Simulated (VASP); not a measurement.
Runs of VASP 6.6.1 on Sb. The structure is that of space group P6_3/mmc (No. 194), or close to it. The cells are those of the table. 

```tsv
cell	gap on the mesh (eV)	pressure (GPa)
a = 3.415, b = 3.415, c = 5.187 Å, angles 90.0, 90.0, 120.0°, 2 atoms	none	2.2
a = 3.557, b = 3.557, c = 4.783 Å, angles 90.0, 90.0, 120.0°, 2 atoms	none	3.5
a = 3.264, b = 3.264, c = 5.680 Å, angles 90.0, 90.0, 120.0°, 2 atoms	none	2.7
a = 3.315, b = 3.315, c = 5.506 Å, angles 90.0, 90.0, 120.0°, 2 atoms	none	2.2
a = 3.464, b = 3.464, c = 5.042 Å, angles 90.0, 90.0, 120.0°, 2 atoms	none	(a)
a = 3.170, b = 3.170, c = 6.019 Å, angles 90.0, 90.0, 120.0°, 2 atoms	none	4.4
```

Alike in all rows: task single point; level r2SCAN; potentials or basis VASP PAW PBE potentials, release 64 (Sb); no spin polarisation; k mesh 18 × 18 × 10; cutoff (eV) 520; smearing gaussian 0.15 eV.

**Question.** Fill in the values left out.

**Answer.** (a) 2.4.

Caveats: the PAW data sets were made with another functional, which shifts forces and pressure a little; spin-orbit coupling is left out, which moves the levels of the heavy elements.

A k mesh can miss the band edges, and the runs leave out spin-orbit coupling on Sb.

A gap of «none» marks levels without a gap at the run's occupations.
